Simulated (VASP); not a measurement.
A run of VASP 6.6.1 is set up as follows.

The input INCAR:

```
PREC = Accurate
ENCUT = 520
EDIFF = 1E-7
ISMEAR = -1
SIGMA = 0.05
LREAL = False
LASPH = True
NELM = 150
ALGO = Normal
ISIF = 2
LWAVE = False
LCHARG = True
ISPIN = 2
MAGMOM = 0.45 0.45
LORBIT = 11
LMAXMIX = 4
GGA = RE
LELF = True
LVHAR = True
NBANDS = 21
```

File KPOINTS:

```
Automatic mesh
0
Gamma
  11 11 11
```

Contents of POSCAR:

```
Pd
1.0
    0.0000000000      2.9740065122      2.9740065122
    2.9740065122      0.0000000000      2.9740065122
    2.9740065122      2.9740065122      0.0000000000
Pd
2
Direct
    0.1250000000      0.1250000000      0.1250000000
    0.8750000000      0.8750000000      0.8750000000
```

Potentials or basis: VASP PAW PBE potentials, release 64 (Pd).

The run is started by

```console
$ cat potpaw_PBE.64/Pd/POTCAR > POTCAR
$ mpirun -np 1 vasp_std > vasp.out
```

Question: Predict the pressure.

Answer: -2.2 GPa.

Question: What does it give for the site moments?

Answer: Pd +0.45 μB.

Question: What does it give for the net moment?

Answer: 0.92 μB per cell.

Caveat: the PAW data sets were made with another functional, which shifts forces and pressure a little.
